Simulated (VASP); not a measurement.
# AlHF2 (P-3m1) in VASP: notebook

Runs on AlHF2. Level: PBE. Tasks: single point, relaxation of cell and atoms.

Program: VASP 6.6.1. These are calculated values, not measurements. Logs are shortened: lines on timing, memory, paths and dates and some standing lists are left out, and cuts for length are marked.

### 1 The cell of the first run

The structure is trigonal, space group P-3m1 (No. 164). Conventional cell: a = 3.513 Å, b = 3.513 Å, c = 3.358 Å, α = 90.00°, β = 90.00°, γ = 120.00°. Within 2.2 Å of Al (site symmetry -3m) lie 2 H at 1.68 Å and 6 F at 2.09 Å. H (site symmetry -3m) has 2 Al at 1.68 Å within 2.2 Å. F (site symmetry 3m) has 3 Al at 2.09 Å and 3 F at 2.26 Å and 3 H at 2.35 Å within 2.8 Å.

The cell was built from a structure type or drawn by symmetry, and may not be a known phase.

### 2 Single point, PBE

File INCAR:

```
  ALGO = Normal
  EDIFF = 1E-6
  ENCUT = 520
  GGA = PE
  ISIF = 2
  ISMEAR = 0
  LASPH = True
  LCHARG = False
  LREAL = False
  LWAVE = False
  NBANDS = 17
  NELM = 100
  PREC = Accurate
  SIGMA = 0.02
```

File KPOINTS:

```
k-points
0
Gamma
  6 6 8
```

File POSCAR:

```
AlHF2
1.0
    3.5125754208      0.0000000000      0.0000000000
   -1.7562877104      3.0419795472      0.0000000000
    0.0000000000      0.0000000000      3.3584665887
Al H F
1 1 2
Direct
    0.0000000000      0.0000000000      0.0000000000
    0.0000000000      0.0000000000      0.5000000000
    0.3333333333      0.6666666667      0.1481018739
    0.6666666667      0.3333333333      0.8518981261
```

Potentials or basis: VASP PAW PBE potentials, release 64 (Al, H, F).

On the command line:

```
cat potpaw_PBE.64/Al/POTCAR potpaw_PBE.64/H/POTCAR potpaw_PBE.64/F/POTCAR > POTCAR
mpirun -np 1 vasp_std > vasp.out
```

OUTCAR:

```text
EDIFF = 1E-6
   ENCUT = 520
   GGA = PE
   ISIF = 2
   ISMEAR = 0
   LASPH = True
   LREAL = False
   NELM = 100
   PREC = Accurate

 ion  position               nearest neighbor table
   1  0.000  0.000  0.000-   2 1.68   2 1.68   4 2.09   3 2.09   4 2.09   3 2.09   4 2.09   3 2.09

   2  0.000  0.000  0.500-   1 1.68   1 1.68
   3  0.333  0.667  0.148-   1 2.09   1 2.09   1 2.09
   4  0.667  0.333  0.852-   1 2.09   1 2.09   1 2.09

  LATTYP: Found a hexagonal cell.
 ALAT       =     3.5125754208
 C/A-ratio  =     0.9561265415

  Lattice vectors:

 A1 = (   3.5125754208,   0.0000000000,   0.0000000000)
 A2 = (  -1.7562877104,   3.0419795472,   0.0000000000)
 A3 = (   0.0000000000,   0.0000000000,   3.3584665887)

Analysis of symmetry for initial positions (statically):
=====================================================================
 Subroutine PRICEL returns:
 Original cell was already a primitive cell.

 Routine SETGRP: Setting up the symmetry group for a
 hexagonal supercell.

 Subroutine GETGRP returns: Found 12 space group operations
 (whereof 12 operations were pure point group operations)
 out of a pool of 24 trial point group operations.

The static configuration has the point symmetry D_3d.

Analysis of symmetry for dynamics (positions and initial velocities):
=====================================================================
 Subroutine PRICEL returns:
 Original cell was already a primitive cell.

 Routine SETGRP: Setting up the symmetry group for a
 hexagonal supercell.

 Subroutine GETGRP returns: Found 12 space group operations
 (whereof 12 operations were pure point group operations)
 out of a pool of 24 trial point group operations.

The dynamic configuration has the point symmetry D_3d.

 Subroutine INISYM returns: Found 12 space group operations
 (whereof 12 operations are pure point group operations),
 and found     1 'primitive' translations

----------------------------------------------------------------------------------------

                                     Primitive cell

  volume of cell :      35.8858

  direct lattice vectors                    reciprocal lattice vectors
[... 88 lines left out ...]
   LASPH  =      T    aspherical Exc in radial PAW
   ENCUT  =  520.0 eV  38.22 Ry    6.18 a.u.   6.53  6.53  6.24*2*pi/ulx,y,z
   NELM   =    100;   NELMIN=  2; NELMDL= -5     # of ELM steps
   EDIFF  = 0.1E-05   stopping-criterion for ELM
   LREAL  =      F    real-space projection
   EDIFFG = 0.1E-04   stopping-criterion for IOM
   NSW    =      0    number of steps for IOM
   IBRION =     -1    ionic relax: 0-MD 1-quasi-New 2-CG
   NFREE  =      0    steps in history (QN), initial steepest desc. (CG)
   ISIF   =      2    stress and relaxation
   ISYM   =      2    0-nonsym 1-usesym 2-fastsym
   POTIM  = 0.5000    time-step for ionic-motion
   TEBEG  =    0.0;   TEEND  =   0.0 temperature during run
   PSTRESS=    0.0 pullay stress
   NELECT =      18.0000    total number of electrons
   NUPDOWN=      -1.0000    fix difference up-down
   EMIN   =  10.00;   EMAX   =-10.00  energy-range for DOS
   EFERMI =   0.00;   METHOD = LEGACY
   ISMEAR =     0;   SIGMA  =   0.02  broadening in eV -4-tet -1-fermi 0-gaus
   EFERMI_NEDOS =   21; number of points for ismear=-14 and -15
   IALGO  =     38    algorithm
   IMIX   =      4    mixing-type and parameters
     AMIX     =   0.40;   BMIX     =  1.00
     AMIX_MAG =   1.60;   BMIX_MAG =  1.00
  volume/ion in A,a.u.               =       8.97        60.54
  Fermi-wavevector in a.u.,A,eV,Ry     =   1.300743  2.458047 23.020120  1.691931
  Thomas-Fermi vector in A             =   2.431922
   LORBIT       =      0    0 simple, 1 ext, 2 COOP (PROOUT), +10 PAW based schemes
   GGA     = PE    functional components
   LHFCALC =     F    Hartree Fock is set to
   AEXX    =    0.0000 exact exchange contribution
   IVDW    =     0    specifies the selected vdW correction
   LEPSILON=     F    determine dielectric tensor
   LRPA    =     F    only Hartree local field effects (RPA)
 non-spin polarized calculation
 Gauss-broadening in eV      SIGMA  =   0.02
  energy-cutoff  :      520.00
  volume of cell :       35.89
 maximum number of plane-waves:       984
 NGX is ok and might be reduce to    28
   NGX = 13   NGY = 13   NGZ = 13

 number of electron      17.9999992 magnetization

 Free energy of the ion-electron system (eV)
  ---------------------------------------------------
  ext. energy  EPLUGINS =         0.00000000
  ---------------------------------------------------
  free energy    TOTEN  =       -18.44669836 eV

  energy without entropy =      -18.44669836  energy(sigma->0) =      -18.44669836

 E-fermi :   2.4755     XC(G=0): -10.1700

 val. band max:        2.2892897942   @ k =   0.3333   0.3333   0.5000
 cond. band min:       5.8989395120   @ k =   0.0000   0.0000   0.5000
 fundamental gap:      3.6096497178
 Fermi energy:         2.4754564125

 k-point     1 :       0.0000    0.0000    0.0000
  band No.  band energies     occupation
      1     -20.8162      2.00000
      2     -18.7632      2.00000
      3      -2.4423      2.00000
      4      -2.4423      2.00000
      5      -1.5621      2.00000
      6      -0.7434      2.00000
[... 457 lines left out ...]
      4      -3.0567      2.00000
      5      -1.8982      2.00000
      6      -1.1218      2.00000
[... 9 lines left out ...]
     16      20.1216      0.00000
     17      21.1759      0.00000

 [... further k-points ...]

------------------------ aborting loop because EDIFF is reached ----------------------------------------

  FORCE on cell =-STRESS in cart. coord.  units (eV):
  Direction    XX          YY          ZZ          XY          YZ          ZX
  --------------------------------------------------------------------------------------
  -------------------------------------------------------------------------------------
  Total       -0.0383129     -0.0383129     -0.1163684      0.0000000     -0.0000000     -0.0000000
  in kB       -1.7105354     -1.7105354     -5.1954450      0.0000000     -0.0000000     -0.0000000
  external PRESSURE =      -2.8721720 kB  Pullay stress =       0.0000000 kB

 VOLUME and BASIS-vectors are now :
 -----------------------------------------------------------------------------
  energy-cutoff  :      520.00
  volume of cell :       35.89
      direct lattice vectors                 reciprocal lattice vectors
     3.512575421  0.000000000  0.000000000     0.284691396  0.164366654  0.000000000
    -1.756287710  3.041979547  0.000000000     0.000000000  0.328733308  0.000000000
     0.000000000  0.000000000  3.358466589     0.000000000  0.000000000  0.297754935

 POSITION                                       TOTAL-FORCE (eV/Angst)
 -----------------------------------------------------------------------------------
      0.00000      0.00000      0.00000         0.000000      0.000000      0.000000
      0.00000      0.00000      1.67923         0.000000      0.000000      0.000000
     -0.00000      2.02799      0.49740         0.000000      0.000000     -0.003712
      1.75629      1.01399      2.86107        -0.000000     -0.000000      0.003712
 -----------------------------------------------------------------------------------
    total drift:                                0.000000     -0.000000     -0.000000

  FREE ENERGIE OF THE ION-ELECTRON SYSTEM (eV)
  ---------------------------------------------------
  free  energy   TOTEN  =       -18.4466983570 eV

  energy  without entropy=      -18.4466983570  energy(sigma->0) =      -18.44669836
```

It took 51 s on 1 thread of AMD EPYC 7R43 (Zen 3), shared host; peak memory 0.13 GiB.

Results:

```
Free energy            : -18.4467 eV
Pressure               : -0.3 GPa
Largest force          : 0.004 eV/Å
Band gap on the k mesh : 3.61 eV (least direct gap 3.69 eV)
```

Forces in eV/Å, atoms in the order of the input:
```
Al   0.000  0.000  0.000
H    0.000  0.000  0.000
F    0.000  0.000 -0.004
F    0.000  0.000  0.004
```

A k mesh can miss the band edges.

### 3 Relaxation of cell and atoms, PBE

File INCAR:

```
SYSTEM = AlHF2
ALGO = Normal
EDIFF = 1E-6
EDIFFG = -0.01
ENCUT = 600
GGA = PE
IBRION = 2
ISIF = 3
ISMEAR = 0
LASPH = .True.
LCHARG = .False.
LREAL = .False.
LWAVE = .False.
NELM = 60
NSW = 100
PREC = Accurate
SIGMA = 0.02
```

File KPOINTS:

```
k-points
0
Gamma
  6 6 8
  0 0 0
```

File POSCAR:

```
AlHF2
1.0
    3.5122226394      0.0000000000      0.0000000000
   -1.7561113197      3.0416740294      0.0000000000
    0.0000000000      0.0000000000      3.3581789499
Al H F
1 1 2
Direct
    0.0000000000      0.0000000000      0.0000000000
    0.0000000000      0.0000000000      0.5000000000
    0.3333333333      0.6666666667      0.1482008208
    0.6666666667      0.3333333333      0.8517991792
```

Potentials or basis: VASP PAW PBE potentials, release 64 (Al, H, F).

On the command line:

```
cat potpaw_PBE.64/Al/POTCAR potpaw_PBE.64/H/POTCAR potpaw_PBE.64/F/POTCAR > POTCAR
mpirun -np 1 vasp_std > vasp.out
```

Run time: 73 s. Hardware: 1 thread of AMD EPYC 7R43 (Zen 3), shared host; peak memory 0.13 GiB.

The run converged. Its results:

| Quantity | Value |
| --- | --- |
| Free energy | -18.4515 eV |
| Relaxed volume | 8.94 Å³/atom |
| Relaxed cell | a = 3.509 Å, b = 3.509 Å, c = 3.352 Å, α = 90.00°, β = 90.00°, γ = 120.00° |
| Space group after relaxing (to 0.1 Å) | P-3m1 (No. 164) |
| Energy gained by relaxing | 0.0 meV/atom |
| Ionic steps | 3 |
| Pressure after relaxing | 0.1 GPa |
| Largest force after relaxing | 0.010 eV/Å |
| Band gap on the k mesh | 3.65 eV (least direct gap 3.73 eV) |

Forces in eV/Å, atoms in the order of the input:
```
Al   0.000  0.000  0.000
H    0.000  0.000  0.000
F    0.000  0.000  0.010
F    0.000  0.000 -0.010
```

Stress tensor (GPa, compression positive):
```
 0.17  0.00  0.00
 0.00  0.17  0.00
 0.00  0.00 -0.13
```

The path:
| step | energy change (eV) | largest force (eV/Å) | pressure (GPa) | volume (Å³) |
| --- | --- | --- | --- | --- |
| 1 | 0.0000 | 0.0043 | -0.38 | 35.88 |
| 2 | -0.0002 | 0.0071 | -0.03 | 35.77 |
| 3 | -0.0002 | 0.0095 | 0.07 | 35.74 |

Final structure:
```
Al H F
1.0
     3.50910    0.00000    0.00000
    -1.75455    3.03897    0.00000
     0.00000    0.00000    3.35169
Al H F
1 1 2
Direct
  0.00000 0.00000 0.00000
  0.00000 0.00000 0.50000
  0.33333 0.66667 0.14813
  0.66667 0.33333 0.85187
```

Levels at points of the mesh, in eV from the valence-band top:
| k point | band 7 | band 8 | band 9 | band 10 | band 11 | band 12 |
| --- | --- | --- | --- | --- | --- | --- |
| (0.00, 0.00, 0.00) | -3.04 | -2.73 | -2.57 | 8.83 | 10.01 | 10.60 |
| (0.50, 0.00, 0.00) | -2.24 | -2.14 | -0.31 | 7.67 | 9.79 | 10.68 |
| (0.00, 0.00, 0.50) | -3.03 | -3.03 | -0.08 | 3.65 | 11.58 | 11.58 |
| (0.50, 0.00, 0.50) | -2.49 | -2.09 | -0.68 | 5.91 | 10.33 | 11.13 |
